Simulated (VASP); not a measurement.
Input of a VASP 6.6.1 run:

Contents of INCAR:

```
SYSTEM = Si2GeC3
PREC     = Accurate       ! precision mode
ENCUT    = 600            ! plane-wave cutoff, eV
EDIFF    = 1E-6           ! SCF threshold, eV
ISMEAR   = 0              ! smearing method
SIGMA    = 0.1            ! smearing width, eV
LREAL    = .False.        ! projectors in reciprocal space
LASPH    = .True.         ! aspherical terms in the spheres
NELM     = 100            ! most SCF steps
ALGO     = Normal         ! electronic algorithm
ISIF     = 3              ! what is computed and relaxed
LWAVE    = .False.        ! write WAVECAR
LCHARG   = .False.        ! write CHGCAR
GGA      = PE             ! functional
IBRION   = 2              ! ionic algorithm
NSW      = 100            ! ionic steps
EDIFFG   = -0.01          ! ionic threshold
```

Contents of KPOINTS:

```
regular mesh
0
Gamma
  12 12 6
  0 0 0
```

The input POSCAR:

```
Si2GeC3
1.0
    4.5577721678      0.0000000000      0.0000000000
   -2.2788860839      3.9471464820      0.0000000000
    0.0000000000      0.0000000000      6.0786077044
Si Ge C
2 1 3
Direct
    0.3333333333      0.6666666667      0.5000000000
    0.6666666667      0.3333333333      0.5000000000
    0.0000000000      0.0000000000      0.0000000000
    0.0000000000      0.0000000000      0.7141832755
    0.0000000000      0.0000000000      0.2858167245
    0.0000000000      0.0000000000      0.5000000000
```

Potentials or basis: VASP PAW PBE potentials, release 64 (Si, Ge_d, C).

Command:

```sh
$ cat potpaw_PBE.64/Si/POTCAR potpaw_PBE.64/Ge_d/POTCAR potpaw_PBE.64/C/POTCAR > POTCAR
$ mpirun -np 1 vasp_std > vasp.out
```

(1) Estimate the relaxed cell.

(2) What does it give for the relaxed volume?

Answers

(1) a = 4.617 Å, b = 4.617 Å, c = 6.050 Å, α = 90.00°, β = 90.00°, γ = 120.00°.

(2) 18.62 Å³/atom.
